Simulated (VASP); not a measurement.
# Ta (Im-3m) in VASP: a series of runs

Ta is run at these levels: PBE; tasks: single point.

Everything below comes from runs of VASP 6.6.1. Logs are shortened: lines on timing, memory, paths and dates and some standing lists are left out, and cuts for length are marked.

### Step 1. The cell of the first run

Symmetry: Im-3m, No. 229, cubic system. Conventional cell: a = 3.000 Å, b = 3.000 Å, c = 3.000 Å, α = 90.00°, β = 90.00°, γ = 90.00°. Ta (site symmetry m-3m) has 14 Ta at 2.60 to 3.00 Å within 3.4 Å.

### Step 2. Single point, PBE (volume scaled by 0.75)

INCAR

```
PREC = Accurate
ENCUT = 520
EDIFF = 1E-7
ISMEAR = 0
SIGMA = 0.05
LREAL = False
LASPH = True
NELM = 100
ALGO = Normal
ISIF = 2
LWAVE = False
LCHARG = False
GGA = PE
NBANDS = 12
```

KPOINTS

```
Automatic mesh
0
Gamma
  22 22 22
```

POSCAR

```
Ta
1.0
   -1.5000330494      1.5000330494      1.5000330494
    1.5000330494     -1.5000330494      1.5000330494
    1.5000330494      1.5000330494     -1.5000330494
Ta
1
Direct
    0.0000000000      0.0000000000      0.0000000000
```

Potentials or basis: VASP PAW PBE potentials, release 64 (Ta_pv).

The run is started by

```
cat potpaw_PBE.64/Ta_pv/POTCAR > POTCAR
mpirun -np 1 vasp_std > vasp.out
```

OUTCAR:

```text
PREC = Accurate
   ENCUT = 520
   EDIFF = 1E-7
   ISMEAR = 0
   LREAL = False
   LASPH = True
   NELM = 100
   ISIF = 2
   GGA = PE

 ion  position               nearest neighbor table
   1  0.000  0.000  0.000-

  LATTYP: Found a body centered cubic cell.
 ALAT       =     3.0000660988

  Lattice vectors:

 A1 = (  -1.5000330494,   1.5000330494,   1.5000330494)
 A2 = (   1.5000330494,  -1.5000330494,   1.5000330494)
 A3 = (   1.5000330494,   1.5000330494,  -1.5000330494)

Analysis of symmetry for initial positions (statically):
=====================================================================
 Subroutine PRICEL returns:
 Original cell was already a primitive cell.

 Routine SETGRP: Setting up the symmetry group for a
 body centered cubic supercell.

 Subroutine GETGRP returns: Found 48 space group operations
 (whereof 48 operations were pure point group operations)
 out of a pool of 48 trial point group operations.

The static configuration has the point symmetry O_h .

Analysis of symmetry for dynamics (positions and initial velocities):
=====================================================================
 Subroutine PRICEL returns:
 Original cell was already a primitive cell.

 Routine SETGRP: Setting up the symmetry group for a
 body centered cubic supercell.

 Subroutine GETGRP returns: Found 48 space group operations
 (whereof 48 operations were pure point group operations)
 out of a pool of 48 trial point group operations.

The dynamic configuration has the point symmetry O_h .

 Subroutine INISYM returns: Found 48 space group operations
 (whereof 48 operations are pure point group operations),
 and found     1 'primitive' translations

----------------------------------------------------------------------------------------

                                     Primitive cell

  volume of cell :      13.5009

  direct lattice vectors                    reciprocal lattice vectors
    -1.500033049  1.500033049  1.500033049     0.000000000  0.333325989  0.333325989
     1.500033049 -1.500033049  1.500033049     0.333325989  0.000000000  0.333325989
     1.500033049  1.500033049 -1.500033049     0.333325989  0.333325989  0.000000000

  length of vectors
     2.598133455  2.598133455  2.598133455     0.471394135  0.471394135  0.471394135

  position of ions in fractional coordinates (direct lattice)
     0.000000000  0.000000000  0.000000000

  ion indices of the primitive-cell ions
   primitive index   ion index
[... 74 lines left out ...]
   LREAL  =      F    real-space projection
   EDIFFG = 0.1E-05   stopping-criterion for IOM
   NSW    =      0    number of steps for IOM
   IBRION =     -1    ionic relax: 0-MD 1-quasi-New 2-CG
   NFREE  =      0    steps in history (QN), initial steepest desc. (CG)
   ISIF   =      2    stress and relaxation
   ISYM   =      2    0-nonsym 1-usesym 2-fastsym
   POTIM  = 0.5000    time-step for ionic-motion
   TEBEG  =    0.0;   TEEND  =   0.0 temperature during run
   PSTRESS=    0.0 pullay stress
   NELECT =      11.0000    total number of electrons
   NUPDOWN=      -1.0000    fix difference up-down
   EMIN   =  10.00;   EMAX   =-10.00  energy-range for DOS
   EFERMI =   0.00;   METHOD = LEGACY
   ISMEAR =     0;   SIGMA  =   0.05  broadening in eV -4-tet -1-fermi 0-gaus
   EFERMI_NEDOS =   21; number of points for ismear=-14 and -15
   IALGO  =     38    algorithm
   IMIX   =      4    mixing-type and parameters
     AMIX     =   0.40;   BMIX     =  1.00
     AMIX_MAG =   1.60;   BMIX_MAG =  1.00
  volume/ion in A,a.u.               =      13.50        91.11
  Fermi-wavevector in a.u.,A,eV,Ry     =   1.529038  2.889463 31.809832  2.337957
  Thomas-Fermi vector in A             =   2.636714
   LORBIT       =      0    0 simple, 1 ext, 2 COOP (PROOUT), +10 PAW based schemes
   GGA     = PE    functional components
   LHFCALC =     F    Hartree Fock is set to
   AEXX    =    0.0000 exact exchange contribution
   IVDW    =     0    specifies the selected vdW correction
   LEPSILON=     F    determine dielectric tensor
   LRPA    =     F    only Hartree local field effects (RPA)
 non-spin polarized calculation
 Gauss-broadening in eV      SIGMA  =   0.05
  energy-cutoff  :      520.00
  volume of cell :       13.50
 maximum number of plane-waves:       373
   NGX =  9   NGY =  9   NGZ =  9

 number of electron      11.0000003 magnetization

 Free energy of the ion-electron system (eV)
  ---------------------------------------------------
  ext. energy  EPLUGINS =         0.00000000
  ---------------------------------------------------
  free energy    TOTEN  =       -10.57758941 eV

  energy without entropy =      -10.57640738  energy(sigma->0) =      -10.57699840

 E-fermi :   8.1087     XC(G=0): -14.1687

 val. band max:        8.1075597590   @ k =  -0.3636   0.4091   0.0909
 cond. band min:       8.1125770903   @ k =  -0.3636  -0.4545   0.0455
 fundamental gap:      0.0050173313
 Fermi energy:         8.1087154104

 k-point     1 :       0.0000    0.0000    0.0000
  band No.  band energies     occupation
      1     -23.8019      2.00000
      2     -23.8019      2.00000
      3     -23.8019      2.00000
      4      -0.7661      2.00000
      5       8.6889      0.00000
      6       8.6889      0.00000
      7       8.6889      0.00000
      8      13.0796      0.00000
      9      13.0796      0.00000
     10      24.4903      0.00000
     11      24.4903      0.00000
     12      24.4903      0.00000
[... 331 lines left out ...]
 k-point    24 :       0.1364    0.0909    0.0000
  band No.  band energies     occupation
      1     -24.8617      2.00000
      2     -24.0689      2.00000
      3     -23.8883      2.00000
      4       1.4371      2.00000
      5       7.4901      2.00000
      6       7.7057      2.00000
      7      11.2838      0.00000
      8      11.6909      0.00000
      9      13.5112      0.00000
     10      23.6972      0.00000
     11      26.2404      0.00000
     12      28.0161      0.00000

 [... further k-points ...]
[... 5 lines left out ...]
  --------------------------------------------------------------------------------------
  -------------------------------------------------------------------------------------
  Total        8.8975004      8.8975004      8.8975004     -0.0000000     -0.0000000      0.0000000
  in kB     1055.8837974   1055.8837974   1055.8837974     -0.0000000     -0.0000000      0.0000000
  external PRESSURE =    1055.8837974 kB  Pullay stress =       0.0000000 kB

 VOLUME and BASIS-vectors are now :
 -----------------------------------------------------------------------------
  energy-cutoff  :      520.00
  volume of cell :       13.50
      direct lattice vectors                 reciprocal lattice vectors
    -1.500033049  1.500033049  1.500033049     0.000000000  0.333325989  0.333325989
     1.500033049 -1.500033049  1.500033049     0.333325989  0.000000000  0.333325989
     1.500033049  1.500033049 -1.500033049     0.333325989  0.333325989  0.000000000

 POSITION                                       TOTAL-FORCE (eV/Angst)
 -----------------------------------------------------------------------------------
      0.00000      0.00000      0.00000         0.000000      0.000000      0.000000
 -----------------------------------------------------------------------------------
    total drift:                                0.000000      0.000000      0.000000

  FREE ENERGIE OF THE ION-ELECTRON SYSTEM (eV)
  ---------------------------------------------------
  free  energy   TOTEN  =       -10.5775894143 eV

  energy  without entropy=      -10.5764073779  energy(sigma->0) =      -10.57699840
```

OSZICAR:

```text
N       E                     dE             d eps       ncg     rms          rms(c)
DAV:   1     0.627794005329E+02    0.62779E+02   -0.61527E+03  7936   0.922E+02
DAV:   2    -0.999008052195E+01   -0.72769E+02   -0.70650E+02  8768   0.257E+02
DAV:   3    -0.108960085855E+02   -0.90593E+00   -0.89878E+00  9164   0.267E+01
DAV:   4    -0.108975695170E+02   -0.15609E-02   -0.15609E-02  8524   0.121E+00
DAV:   5    -0.108975724061E+02   -0.28891E-05   -0.28885E-05  8940   0.496E-02    0.226E+01
DAV:   6    -0.106697129115E+02    0.22786E+00   -0.12962E-01  8760   0.408E+00    0.123E+01
DAV:   7    -0.105787768744E+02    0.90936E-01   -0.14566E-01  8880   0.421E+00    0.463E-01
DAV:   8    -0.105775907684E+02    0.11861E-02   -0.32833E-03  8208   0.657E-01    0.795E-02
DAV:   9    -0.105775931878E+02   -0.24194E-05   -0.22445E-05  9108   0.573E-02    0.288E-02
DAV:  10    -0.105775895006E+02    0.36872E-05   -0.17017E-06  8532   0.160E-02    0.201E-03
DAV:  11    -0.105775894143E+02    0.86325E-07   -0.21957E-08  5456   0.164E-03
   1 F= -.10577589E+02 E0= -.10576998E+02  d E =-.118204E-02
```

stdout:

```text
POSCAR found type information on POSCAR Ta
 POSCAR found :  1 types and       1 ions
 scaLAPACK will be used
 LDA part: xc-table for (Slater+PW92), standard interpolation
 POSCAR, INCAR and KPOINTS ok, starting setup
 FFT: planning ... GRIDC
 FFT: planning ... GRID_SOFT
 FFT: planning ... GRID
 WAVECAR not read
 entering main loop
```

It took 16 s on 1 thread of Intel Xeon 6975P-C (Granite Rapids), shared host; peak memory 0.16 GiB.

Results:

* Free energy: -10.5776 eV
* Pressure: 105.6 GPa

Caveat: the cell differs from its parent crystal (volume scaled by 0.75); spin-orbit coupling is left out, which moves the levels of the heavy elements.

### Step 3. Single point, PBE (volume scaled by 0.9)

INCAR

```
PREC = Accurate ; ENCUT = 520
EDIFF = 1E-7 ; ISMEAR = 0
SIGMA = 0.05 ; LREAL = F
LASPH = T ; NELM = 60
ALGO = Fast ; ISIF = 2
LWAVE = F ; LCHARG = F
GGA = PE ; NBANDS = 12
```

KPOINTS

```
regular mesh
0
Gamma
  22 22 22
```

POSCAR

```
Ta
1.0
   -1.5940229740      1.5940229740      1.5940229740
    1.5940229740     -1.5940229740      1.5940229740
    1.5940229740      1.5940229740     -1.5940229740
Ta
1
Direct
    0.0000000000      0.0000000000      0.0000000000
```

Potentials or basis: VASP PAW PBE potentials, release 64 (Ta_pv).

The run is started by

```
cat potpaw_PBE.64/Ta_pv/POTCAR > POTCAR
mpirun -np 1 vasp_std > vasp.out
```

Run time: 23 s. Hardware: 1 thread of Intel Xeon 6975P-C (Granite Rapids), shared host; peak memory 0.19 GiB.

Results (log left out):

```yaml
Free_energy: -11.6354 eV
Pressure: 29.7 GPa
```

Levels at points of the mesh, in eV from the Fermi level:
```tsv
k point	band 4	band 5	band 6	band 7	band 8	band 9
(0.00, 0.00, 0.00)	-8.30	0.73	0.73	0.73	4.40	4.40
(0.50, 0.00, 0.00)	-4.87	-1.87	2.16	4.36	5.52	8.91
(0.50, 0.50, 0.50)	-4.47	-4.47	7.76	7.76	7.76	9.71
```

Caveat: the cell differs from its parent crystal (volume scaled by 0.9); spin-orbit coupling is left out, which moves the levels of the heavy elements.

### Step 4. Single point, PBE

This run uses another cell than the first one, of 18.00 Å³/atom, 1.333 times its volume.

INCAR

```
SYSTEM = Ta
PREC = Accurate
ENCUT = 520
EDIFF = 1E-6
ISMEAR = 0
SIGMA = 0.05
LREAL = .FALSE.
LASPH = .TRUE.
NELM = 60
ALGO = Normal
ISIF = 2
LWAVE = .FALSE.
LCHARG = .FALSE.
GGA = PE
NBANDS = 12
```

KPOINTS

```
regular mesh
0
G
  22 22 22
  0 0 0
```

POSCAR

```
Ta
1.0
   -1.6510000000      1.6510000000      1.6510000000
    1.6510000000     -1.6510000000      1.6510000000
    1.6510000000      1.6510000000     -1.6510000000
Ta
1
Direct
    0.0000000000      0.0000000000      0.0000000000
```

The run is started by

```
cat potpaw_PBE.64/Ta_pv/POTCAR > POTCAR
mpirun -np 1 vasp_std > vasp.out
```

It took 17 s on 1 thread of Intel Xeon 6975P-C (Granite Rapids), shared host; peak memory 0.19 GiB.

It converged, with:

| Property | Result |
| --- | --- |
| Free energy | -11.8095 eV |
| Pressure | 3.3 GPa |

Levels at points of the mesh, in eV from the Fermi level:
| k point | band 4 | band 5 | band 6 | band 7 | band 8 | band 9 |
| --- | --- | --- | --- | --- | --- | --- |
| (0.00, 0.00, 0.00) | -7.91 | 0.74 | 0.74 | 0.74 | 4.01 | 4.01 |
| (0.50, 0.00, 0.00) | -4.37 | -1.54 | 1.59 | 3.90 | 4.92 | 7.81 |
| (0.50, 0.50, 0.50) | -3.80 | -3.80 | 6.85 | 6.85 | 6.85 | 8.67 |

Caveat: spin-orbit coupling is left out, which moves the levels of the heavy elements.

### Step 5. Overview

| cell | gap on the mesh (eV) | pressure (GPa) |
| --- | --- | --- |
| a = 2.598 Å, angles 109.5°, 1 atom | none | 105.6 |
| a = 2.761 Å, angles 109.5°, 1 atom | none | 29.7 |
| a = 2.860 Å, angles 109.5°, 1 atom | none | 3.3 |

Alike in all rows: task single point; level PBE; potentials or basis VASP PAW PBE potentials, release 64 (Ta_pv); no spin polarisation; k mesh 22 × 22 × 22; cutoff (eV) 520; smearing gaussian 0.05 eV.

Caveats: spin-orbit coupling is left out, which moves the levels of the heavy elements.

Total energies depend on the potentials used, so only differences within one code and one set of settings carry meaning.
